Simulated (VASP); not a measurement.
Wanted: the native input for a VASP 6.6.1 run.

```yaml
Task: electric field gradients
Functional: PBE
Potentials_or_basis: VASP PAW PBE potentials, release 64 (Li_sv)
Cutoff: 520 eV
k_mesh: 11 × 11 × 6, shifted
Occupations: fermi-dirac, width 0.05 eV
Spin: no spin polarisation
Dipole_correction: no
Further_INCAR_settings: ALGO = Normal; EDIFF = 1e-08; NBANDS = 10; ISYM = 0
```

The structure of Li lies in POSCAR:

```
Li
1.0
    3.0646488937      0.0000000000      0.0000000000
   -1.5323244468      2.6540637956      0.0000000000
    0.0000000000      0.0000000000      4.9647312077
Li
2
Direct
    0.2333333333      0.6166666667      0.1750000000
    0.7666666667      0.3833333333      0.8250000000
```

One way to write it, as run:

INCAR

```
PREC = Accurate
ENCUT = 520
EDIFF = 1E-8
ISMEAR = -1
SIGMA = 0.05
LREAL = False
LASPH = True
NELM = 60
ALGO = Normal
ISIF = 2
LWAVE = False
LCHARG = False
GGA = PE
LEFG = True
ISYM = 0
NBANDS = 10
```

KPOINTS

```
Automatic mesh
0
Gamma
  11 11 6
  0.5 0.5 0.5
```

Potentials or basis: VASP PAW PBE potentials, release 64 (Li_sv).

Command:

```sh
$ cat potpaw_PBE.64/Li_sv/POTCAR > POTCAR
$ mpirun -np 1 vasp_std > vasp.out
```

It gave:

The largest force is 1.371 eV/Å and the band gap on the k mesh is zero (band 3 reaches 1.96 eV, above the bottom of band 4 at -1.17 eV).

Caveat: without QUAD_EFG the Cq values of the log hold for a quadrupole moment of 1 mb, not for the nuclei; forces of over 1 eV/Å act on the atoms, so gaps and moduli don't describe the material at rest.

It took 4.6 min on 1 thread of AMD EPYC 7R43 64-Core Processor (Zen 3) (shared host), peak memory 0.37 GiB.
